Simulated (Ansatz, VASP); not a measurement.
## Pt: VASP beside Ansatz

INCAR

```
SYSTEM = Pt
  PREC = Accurate
  ENCUT = 520
  EDIFF = 1E-7
  ISMEAR = -1
  SIGMA = 0.1
  LREAL = .FALSE.
  LASPH = .TRUE.
  NELM = 60
  ALGO = Normal
  ISIF = 2
  LWAVE = .FALSE.
  LCHARG = .TRUE.
  GGA = CA
  LELF = .TRUE.
  LVHAR = .TRUE.
  NBANDS = 17
```

KPOINTS

```
Automatic mesh
0
G
  15 15 8
  0 0 0
```

POSCAR

```
Pt
1.0
    2.7855747634      0.0000000000      0.0000000000
   -1.3927873817      2.4123785092      0.0000000000
    0.0000000000      0.0000000000      4.7780734028
Pt
2
Direct
    0.3333333333      0.6666666667      0.2500000000
    0.6666666667      0.3333333333      0.7500000000
```

Input for Ansatz:

```yaml
crystal:
  lattice:
    - [2.7855747634, 0.0, 0.0]
    - [-1.3927873817, 2.4123785092, 0.0]
    - [0.0, 0.0, 4.7780734028]
  atoms:
    - { symbol: Pt, position: [0.3333333333, 0.6666666667, 0.25] }
    - { symbol: Pt, position: [0.6666666667, 0.3333333333, 0.75] }
hamiltonian:
  xc: lda
  pseudopotentials:
    kind: paw
    azcp:
      Pt: "pseudopotentials/Pt.paw.azcp"
basis:
  ecutwfc: 420
  fft_grid_basis: typed
kpoints:
  mp_grid: { grid: [15, 15, 8], shift: [0, 0, 0] }
magnetization:
  spin_polarized: false
scf:
  occupations: { method: fermi_dirac, width: 0.1 }
  lower_state_search: "off"
output:
  stress: true
  write_density: true
  write_potential: true
  elf: true
  volumetric_format: npy
```

Alike in both runs: task single point; functional LDA; k mesh 15 × 15 × 8; occupations fermi-dirac, width 0.1 eV; no spin polarisation.

|  | VASP | Ansatz |
| --- | --- | --- |
| version | VASP 6.6.1 | Ansatz 0.2.0 |
| potentials or method | VASP PAW LDA potentials, release 64 (Pt), cutoff 520 eV | plane waves (420 eV) with PAW, scalar-relativistic |
| valence electrons in the cell | 20 | 36 |

```tsv
	VASP	Ansatz	Ansatz less VASP
pressure (GPa)	-18.2	-18.7	-0.54
traceless stress, the component that is largest in VASP (GPa)	1.10	1.38	+0.281
```

Ansatz warns that its potentials were made for another functional, while VASP's fit it. LDA's correlation is that of Perdew and Zunger in VASP and of Perdew and Wang (1992) in Ansatz. VASP's potentials hold 20 valence electrons a cell and Ansatz's 36, so a difference there can come from the potentials and not from the codes.

Neither program's run includes spin-orbit coupling.
